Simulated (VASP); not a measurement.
# LiCl (Fm-3m) in VASP: a series of runs, part 2 of 2

VASP 6.6.1. The steps go on from the part before.

**5. Single point, r2SCAN (strained)**

Input file POSCAR:

```
LiCl
1.0
    0.0000000000      2.5128749052      2.5128749052
    2.5128749052      0.0000000000      2.5128749052
    2.5128749052      2.5128749052      0.0000000000
Li Cl
1 1
Direct
    0.0000000000      0.0000000000      0.0000000000
    0.5000000000      0.5000000000      0.5000000000
```

Input file INCAR.step1:

```
SYSTEM = LiCl
PREC     = Accurate       ! precision mode
ENCUT    = 830            ! plane-wave cutoff, eV
ISMEAR   = 0              ! smearing method
SIGMA    = 0.02           ! smearing width, eV
LREAL    = .FALSE.        ! projectors in reciprocal space
LASPH    = .TRUE.         ! aspherical terms in the spheres
NELM     = 120            ! most SCF steps
NBANDS   = 12             ! bands
GGA      = PE             ! functional
ALGO     = Normal         ! electronic algorithm
EDIFF    = 1E-5           ! SCF threshold, eV
LWAVE    = .TRUE.         ! write WAVECAR
LCHARG   = .FALSE.        ! write CHGCAR
GGA_COMPAT= .FALSE.
```

Input file INCAR.step2:

```
SYSTEM = LiCl
PREC     = Accurate       ! precision mode
ENCUT    = 830            ! plane-wave cutoff, eV
EDIFF    = 1E-6           ! SCF threshold, eV
ISMEAR   = 0              ! smearing method
SIGMA    = 0.02           ! smearing width, eV
LREAL    = .FALSE.        ! projectors in reciprocal space
LASPH    = .TRUE.         ! aspherical terms in the spheres
NELM     = 120            ! most SCF steps
ALGO     = Normal         ! electronic algorithm
ISIF     = 2              ! what is computed and relaxed
LWAVE    = .FALSE.        ! write WAVECAR
LCHARG   = .FALSE.        ! write CHGCAR
METAGGA  = R2SCAN         ! meta-GGA
LMIXTAU  = .TRUE.       
NBANDS   = 12             ! bands
ISTART   = 1            
GGA_COMPAT= .FALSE.
```

Input file KPOINTS:

```
regular mesh
0
G
  8 8 8
  0 0 0
```

Potentials or basis: VASP PAW PBE potentials, release 64 (Li_sv, Cl).

Started as:

```bash
cat potpaw_PBE.64/Li_sv/POTCAR potpaw_PBE.64/Cl/POTCAR > POTCAR
cp INCAR.step1 INCAR
mpirun -np 1 vasp_std > vasp.out
cp INCAR.step2 INCAR
mpirun -np 1 vasp_std > vasp.out
```

OUTCAR:

```text
SYSTEM = LiCl
   PREC = Accurate
   ENCUT = 830
   EDIFF = 1E-6
   ISMEAR = 0
   LREAL = .FALSE.
   LASPH = .TRUE.
   NELM = 120
   ISIF = 2
   METAGGA = R2SCAN
   ISTART = 1

 ion  position               nearest neighbor table
   1  0.000  0.000  0.000-   2 2.51   2 2.51   2 2.51   2 2.51   2 2.51   2 2.51
   2  0.500  0.500  0.500-   1 2.51   1 2.51   1 2.51   1 2.51   1 2.51   1 2.51

  LATTYP: Found a face centered cubic cell.
 ALAT       =     5.0257498104

  Lattice vectors:

 A1 = (   0.0000000000,   2.5128749052,   2.5128749052)
 A2 = (   2.5128749052,   0.0000000000,   2.5128749052)
 A3 = (   2.5128749052,   2.5128749052,   0.0000000000)

Analysis of symmetry for initial positions (statically):
=====================================================================
 Subroutine PRICEL returns:
 Original cell was already a primitive cell.

 Routine SETGRP: Setting up the symmetry group for a
 face centered cubic supercell.

 Subroutine GETGRP returns: Found 48 space group operations
 (whereof 48 operations were pure point group operations)
 out of a pool of 48 trial point group operations.

The static configuration has the point symmetry O_h .

Analysis of symmetry for dynamics (positions and initial velocities):
=====================================================================
 Subroutine PRICEL returns:
 Original cell was already a primitive cell.

 Routine SETGRP: Setting up the symmetry group for a
 face centered cubic supercell.

 Subroutine GETGRP returns: Found 48 space group operations
 (whereof 48 operations were pure point group operations)
 out of a pool of 48 trial point group operations.

The dynamic configuration has the point symmetry O_h .

 Subroutine INISYM returns: Found 48 space group operations
 (whereof 48 operations are pure point group operations),
 and found     1 'primitive' translations

----------------------------------------------------------------------------------------

                                     Primitive cell

  volume of cell :      31.7353

  direct lattice vectors                    reciprocal lattice vectors
     0.000000000  2.512874905  2.512874905    -0.198975285  0.198975285  0.198975285
     2.512874905  0.000000000  2.512874905     0.198975285 -0.198975285  0.198975285
     2.512874905  2.512874905  0.000000000     0.198975285  0.198975285 -0.198975285

  length of vectors
     3.553741771  3.553741771  3.553741771     0.344635303  0.344635303  0.344635303

  position of ions in fractional coordinates (direct lattice)
     0.000000000  0.000000000  0.000000000
     0.500000000  0.500000000  0.500000000

  ion indices of the primitive-cell ions
   primitive index   ion index
                 1           1
                 2           2

----------------------------------------------------------------------------------------

 KPOINTS: regular mesh

Automatic generation of k-mesh.
 Grid dimensions read from file:
 generate k-points for:    8    8    8

 Generating k-lattice:

  Cartesian coordinates                     Fractional coordinates (reciprocal lattice)
    -0.024871911  0.024871911  0.024871911     0.125000000  0.000000000  0.000000000
     0.024871911 -0.024871911  0.024871911     0.000000000  0.125000000  0.000000000
     0.024871911  0.024871911 -0.024871911     0.000000000  0.000000000  0.125000000

[... 39 lines left out ...]
   number of dos      NEDOS =    301   number of ions     NIONS =      2
   total plane-waves  NPLWV =  46656
   dimension x,y,z NGX =    36 NGY =   36 NGZ =   36
   dimension x,y,z NGXF=    72 NGYF=   72 NGZF=   72
   ions per type =               1   1
   NGX,Y,Z   is equivalent  to a cutoff of  16.84, 16.84, 16.84 a.u.
   NGXF,Y,Z  is equivalent  to a cutoff of  33.68, 33.68, 33.68 a.u.
 SYSTEM =  LiCl
   PREC   = accura    normal or accurate (medium, high low for compatibility)
   ISTART =      1    job   : 0-new  1-cont  2-samecut
   ICHARG =      0    charge: 1-file 2-atom 10-const
   ISPIN  =      1    spin polarized calculation?
   LNONCOLLINEAR =      F non collinear calculations
   LSORBIT =      F    spin-orbit coupling
   LASPH  =      T    aspherical Exc in radial PAW
   ENCUT  =  830.0 eV  61.00 Ry    7.81 a.u.   8.35  8.35  8.35*2*pi/ulx,y,z
   NELM   =    120;   NELMIN=  2; NELMDL=  0     # of ELM steps
   EDIFF  = 0.1E-05   stopping-criterion for ELM
   LREAL  =      F    real-space projection
   EDIFFG = 0.1E-04   stopping-criterion for IOM
   NSW    =      0    number of steps for IOM
   IBRION =     -1    ionic relax: 0-MD 1-quasi-New 2-CG
   NFREE  =      0    steps in history (QN), initial steepest desc. (CG)
   ISIF   =      2    stress and relaxation
   ISYM   =      2    0-nonsym 1-usesym 2-fastsym
   POTIM  = 0.5000    time-step for ionic-motion
   TEBEG  =    0.0;   TEEND  =   0.0 temperature during run
   PSTRESS=    0.0 pullay stress
   NELECT =      10.0000    total number of electrons
   NUPDOWN=      -1.0000    fix difference up-down
   EMIN   =  10.00;   EMAX   =-10.00  energy-range for DOS
   EFERMI =   0.00;   METHOD = LEGACY
   ISMEAR =     0;   SIGMA  =   0.02  broadening in eV -4-tet -1-fermi 0-gaus
   EFERMI_NEDOS =   21; number of points for ismear=-14 and -15
   IALGO  =     38    algorithm
   IMIX   =      4    mixing-type and parameters
     AMIX     =   0.40;   BMIX     =  1.00
     AMIX_MAG =   1.60;   BMIX_MAG =  1.00
  volume/ion in A,a.u.               =      15.87       107.08
  Fermi-wavevector in a.u.,A,eV,Ry     =   1.114023  2.105197 16.885458  1.241046
  Thomas-Fermi vector in A             =   2.250613
   LORBIT       =      0    0 simple, 1 ext, 2 COOP (PROOUT), +10 PAW based schemes
   METAGGA = R2SCAN    functional components
   LHFCALC =     F    Hartree Fock is set to
   AEXX    =    0.0000 exact exchange contribution
   IVDW    =     0    specifies the selected vdW correction
   LEPSILON=     F    determine dielectric tensor
   LRPA    =     F    only Hartree local field effects (RPA)
 non-spin polarized calculation
 Gauss-broadening in eV      SIGMA  =   0.02
  energy-cutoff  :      830.00
  volume of cell :       31.74
 maximum number of plane-waves:      1759
 NGX is ok and might be reduce to    36
   NGX = 17   NGY = 17   NGZ = 17

 number of electron       9.9999999 magnetization

 Free energy of the ion-electron system (eV)
  ---------------------------------------------------
  ext. energy  EPLUGINS =         0.00000000
  ---------------------------------------------------
  free energy    TOTEN  =       -12.58390212 eV

  energy without entropy =      -12.58390212  energy(sigma->0) =      -12.58390212

 E-fermi :   0.8103     XC(G=0):  -9.4485

 val. band max:        0.6698551094   @ k =   0.0000   0.0000   0.0000
 cond. band min:       8.2770656184   @ k =   0.5000   0.0000   0.0000
 fundamental gap:      7.6072105090
 Fermi energy:         0.8102536171

 k-point     1 :       0.0000    0.0000    0.0000
  band No.  band energies     occupation
      1     -44.0556      2.00000
      2     -13.5441      2.00000
      3       0.6699      2.00000
      4       0.6699      2.00000
      5       0.6699      2.00000
      6       8.3798      0.00000
      7      13.3762      0.00000
      8      13.3762      0.00000
      9      13.3762      0.00000
     10      16.2088      0.00000
     11      16.2088      0.00000
     12      16.9192      0.00000
[... 331 lines left out ...]
 k-point    24 :      -0.3750    0.2500    0.1250
  band No.  band energies     occupation
      1     -44.0514      2.00000
      2     -12.7357      2.00000
      3      -2.1470      2.00000
      4      -0.7955      2.00000
      5       0.0090      2.00000
      6       9.8266      0.00000
      7      10.9308      0.00000
      8      12.2420      0.00000
      9      13.8398      0.00000
     10      17.4701      0.00000
     11      18.4745      0.00000
     12      20.2832      0.00000

 [... further k-points ...]

------------------------ aborting loop because EDIFF is reached ----------------------------------------

  FORCE on cell =-STRESS in cart. coord.  units (eV):
  Direction    XX          YY          ZZ          XY          YZ          ZX
  --------------------------------------------------------------------------------------
  -------------------------------------------------------------------------------------
  Total        0.3076524      0.3076524      0.3076524      0.0000000      0.0000000      0.0000000
  in kB       15.5320308     15.5320308     15.5320308      0.0000000      0.0000000      0.0000000
  external PRESSURE =      15.5320308 kB  Pullay stress =       0.0000000 kB

 VOLUME and BASIS-vectors are now :
 -----------------------------------------------------------------------------
  energy-cutoff  :      830.00
  volume of cell :       31.74
      direct lattice vectors                 reciprocal lattice vectors
     0.000000000  2.512874905  2.512874905    -0.198975285  0.198975285  0.198975285
     2.512874905  0.000000000  2.512874905     0.198975285 -0.198975285  0.198975285
     2.512874905  2.512874905  0.000000000     0.198975285  0.198975285 -0.198975285

 POSITION                                       TOTAL-FORCE (eV/Angst)
 -----------------------------------------------------------------------------------
      0.00000      0.00000      0.00000         0.000000      0.000000      0.000000
      2.51287      2.51287      2.51287        -0.000000     -0.000000     -0.000000
 -----------------------------------------------------------------------------------
    total drift:                                0.000000      0.000000      0.000000

  FREE ENERGIE OF THE ION-ELECTRON SYSTEM (eV)
  ---------------------------------------------------
  free  energy   TOTEN  =       -12.5839021245 eV

  energy  without entropy=      -12.5839021245  energy(sigma->0) =      -12.58390212
```

Run time: 2.2 min. Hardware: 1 thread of Intel Xeon 8259CL, shared host; peak memory 0.21 GiB.

Results:

```yaml
Free_energy: -12.5839 eV
Pressure: 1.6 GPa
Band_gap_on_the_k_mesh: 7.61 eV (least direct gap 7.71 eV)
```

Caveat: the cell differs from its parent crystal (strained); the PAW data sets were made with another functional, which shifts forces and pressure a little.

**6. Single point, r2SCAN (strained)**

Input file POSCAR:

```
LiCl
1.0
    0.0000000000      2.5335468708      2.5335468708
    2.5335468708      0.0000000000      2.5335468708
    2.5335468708      2.5335468708      0.0000000000
Li Cl
1 1
Direct
    0.0000000000      0.0000000000      0.0000000000
    0.5000000000      0.5000000000      0.5000000000
```

Input file INCAR.step1:

```
SYSTEM = LiCl
PREC     = Accurate       ! precision mode
ENCUT    = 830            ! plane-wave cutoff, eV
ISMEAR   = 0              ! smearing method
SIGMA    = 0.02           ! smearing width, eV
LREAL    = .False.        ! projectors in reciprocal space
LASPH    = .True.         ! aspherical terms in the spheres
NELM     = 120            ! most SCF steps
NBANDS   = 12             ! bands
GGA      = PE             ! functional
ALGO     = Normal         ! electronic algorithm
EDIFF    = 1E-5           ! SCF threshold, eV
LWAVE    = .True.         ! write WAVECAR
LCHARG   = .False.        ! write CHGCAR
GGA_COMPAT= .False.
```

Input file INCAR.step2:

```
SYSTEM = LiCl
PREC     = Accurate       ! precision mode
ENCUT    = 830            ! plane-wave cutoff, eV
EDIFF    = 1E-6           ! SCF threshold, eV
ISMEAR   = 0              ! smearing method
SIGMA    = 0.02           ! smearing width, eV
LREAL    = .False.        ! projectors in reciprocal space
LASPH    = .True.         ! aspherical terms in the spheres
NELM     = 120            ! most SCF steps
ALGO     = Normal         ! electronic algorithm
ISIF     = 2              ! what is computed and relaxed
LWAVE    = .False.        ! write WAVECAR
LCHARG   = .False.        ! write CHGCAR
METAGGA  = R2SCAN         ! meta-GGA
LMIXTAU  = .True.       
NBANDS   = 12             ! bands
ISTART   = 1            
GGA_COMPAT= .False.
```

Input file KPOINTS:

```
regular mesh
0
Gamma
  8 8 8
  0 0 0
```

Potentials or basis: VASP PAW PBE potentials, release 64 (Li_sv, Cl).

Started as:

```bash
cat potpaw_PBE.64/Li_sv/POTCAR potpaw_PBE.64/Cl/POTCAR > POTCAR
cp INCAR.step1 INCAR
mpirun -np 1 vasp_std > vasp.out
cp INCAR.step2 INCAR
mpirun -np 1 vasp_std > vasp.out
```

Wall time 2.4 min (1 thread of Intel Xeon 8259CL, shared host); peak memory 0.22 GiB.

Results (log left out):

* Free energy: -12.5886 eV
* Pressure: 0.5 GPa
* Band gap on the k mesh: 7.54 eV

Levels at points of the mesh, in eV from the valence-band top:
| k point | band 1 | band 2 | band 3 | band 4 | band 5 | band 6 | band 7 | band 8 | band 9 | band 10 |
| --- | --- | --- | --- | --- | --- | --- | --- | --- | --- | --- |
| (0.00, 0.00, 0.00) | -44.76 | -14.12 | 0.00 | 0.00 | 0.00 | 7.54 | 12.69 | 12.69 | 12.69 | 15.48 |
| (0.50, 0.00, 0.00) | -44.75 | -13.48 | -3.00 | -0.29 | -0.29 | 7.58 | 10.32 | 10.32 | 14.62 | 18.19 |
| (0.50, 0.50, 0.00) | -44.75 | -13.21 | -3.11 | -1.20 | -1.20 | 8.86 | 8.87 | 13.91 | 15.72 | 15.72 |

Caveat: the cell differs from its parent crystal (strained); the PAW data sets were made with another functional, which shifts forces and pressure a little. A k mesh can miss the band edges.

**7. The runs side by side**

| level | potentials or basis | cell | cutoff (eV) | gap on the mesh (eV) | pressure (GPa) |
| --- | --- | --- | --- | --- | --- |
| revPBE | VASP PAW PBE potentials, release 64 (Li_sv, Cl) | a = 3.583 Å, angles 60.0°, 2 atoms | 750 | 6.75 | 3.4 |
| LDA | VASP PAW LDA potentials, release 64 (Li_sv, Cl) | a = 3.611 Å, angles 60.0°, 2 atoms | 750 | 6.07 | -3.0 |
| PBE | VASP PAW PBE potentials, release 64 (Li_sv, Cl) | a = 3.598 Å, angles 60.0°, 2 atoms | 750 | 6.48 | 1.2 |
| r2SCAN | VASP PAW PBE potentials, release 64 (Li_sv, Cl) | a = 3.554 Å, angles 60.0°, 2 atoms | 830 | 7.61 | 1.6 |
| r2SCAN | VASP PAW PBE potentials, release 64 (Li_sv, Cl) | a = 3.583 Å, angles 60.0°, 2 atoms | 830 | 7.54 | 0.5 |

Alike in all rows: task single point; no spin polarisation; k mesh 8 × 8 × 8; smearing gaussian 0.02 eV.

Caveats: the PAW data sets were made with another functional, which shifts forces and pressure a little (at least some runs); the cell stands under pressure (at least some runs).

Total energies depend on the potentials used, so only differences within one code and one set of settings carry meaning.
